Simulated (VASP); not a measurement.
Crystal: SiO2 (vib).

```
Si O
1.0
     4.18650    0.00000    0.00000
     0.00000    4.18650    0.00000
     0.00000    0.00000    2.66840
Si O
2 4
Direct
  0.00000 0.00000 0.00000
  0.50000 0.50000 0.50000
  0.30590 0.30590 0.00000
  0.19410 0.80590 0.50000
  0.69410 0.69410 0.00000
  0.80590 0.19410 0.50000
```

```yaml
Program: VASP 6.6.1
Task: relaxation of cell and atoms
Functional: LDA
Potentials_or_basis: VASP PAW LDA potentials, release 64 (Si, O)
Cutoff: 600 eV
k_mesh: 4 × 4 × 8
Occupations: gaussian, width 0.02 eV
Spin: no spin polarisation
```

At the start: pressure -4.8 GPa; volume 7.79 Å³/atom.

Question: Where does the relaxation end?

Answer: Over 7 steps the energy falls by 2.1 meV/atom and the volume is 7.67 Å³/atom (-1.6 %); space group P4_2/mnm (No. 136, to 0.05 Å).

The path:
```
step  energy change (eV)  largest force (eV/Å)  pressure (GPa)  volume (Å³)
   1              0.0000                0.0469           -4.78        46.77
   2              0.0073                0.2886            6.71        45.21
   3             -0.0109                0.0964            0.04        46.08
   4             -0.0125                0.0051            0.04        46.00
   5             -0.0125                0.0146            0.04        46.00
   6             -0.0125                0.0056           -0.01        46.01
   7             -0.0125                0.0004            0.00        46.00
```

Final structure:
```
Si O
1.0
     4.15400    0.00000    0.00000
     0.00000    4.15400    0.00000
     0.00000    0.00000    2.66598
Si O
2 4
Direct
  0.00000 0.00000 0.00000
  0.50000 0.50000 0.50000
  0.30539 0.30539 0.00000
  0.19461 0.80539 0.50000
  0.69461 0.69461 0.00000
  0.80539 0.19461 0.50000
```
